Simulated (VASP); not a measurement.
Wanted: the native input for a VASP 6.6.1 run.

* Task: single point
* Functional: LDA
* Potentials or basis: VASP PAW LDA potentials, release 64 (Ir)
* Cutoff: 520 eV
* k mesh: 20 × 20 × 20
* Occupations: gaussian, width 0.15 eV
* Spin: no spin polarisation
* Dipole correction: no
* Further INCAR settings: ALGO = Fast; EDIFF = 1e-06; NBANDS = 10

The structure of Ir lies in POSCAR:

```
Ir
1.0
   -0.1047973331      1.9054060557      1.9054060557
    1.8006087226      0.0000000000      1.8006087226
    1.9054060557      1.9054060557     -0.1047973331
Ir
1
Direct
    0.0000000000      0.0000000000      0.0000000000
```

This cell differs from its parent crystal: engineering shear strain xz -0.1100, engineering shear strain yz +0.0000.

One way to write it, as run:

INCAR

```
SYSTEM = Ir
PREC = Accurate
ENCUT = 520
EDIFF = 1E-6
ISMEAR = 0
SIGMA = 0.15
LREAL = .False.
LASPH = .True.
NELM = 80
ALGO = Fast
ISIF = 2
LWAVE = .False.
LCHARG = .False.
GGA = CA
NBANDS = 10
```

KPOINTS

```
regular mesh
0
Gamma
  20 20 20
  0 0 0
```

Potentials or basis: VASP PAW LDA potentials, release 64 (Ir).

Command:

```sh
$ cat potpaw_LDA.64/Ir/POTCAR > POTCAR
$ mpirun -np 1 vasp_std > vasp.out
```

Results of the run:

```json
{"Pressure": "9.5 GPa", "Band gap on the k mesh": "zero (an odd number of electrons rules out a gap without spin polarisation)"}
```

Caveat: the cell differs from its parent crystal (engineering shear strain xz -0.1100, engineering shear strain yz +0.0000); the cell stands under pressure; spin-orbit coupling is left out, which moves the levels of the heavy elements.

Run time: 110 s on 1 thread of Intel(R) Xeon(R) Platinum 8375C CPU @ 2.90GHz (Ice Lake), with other jobs on the host, peak memory 0.28 GiB.
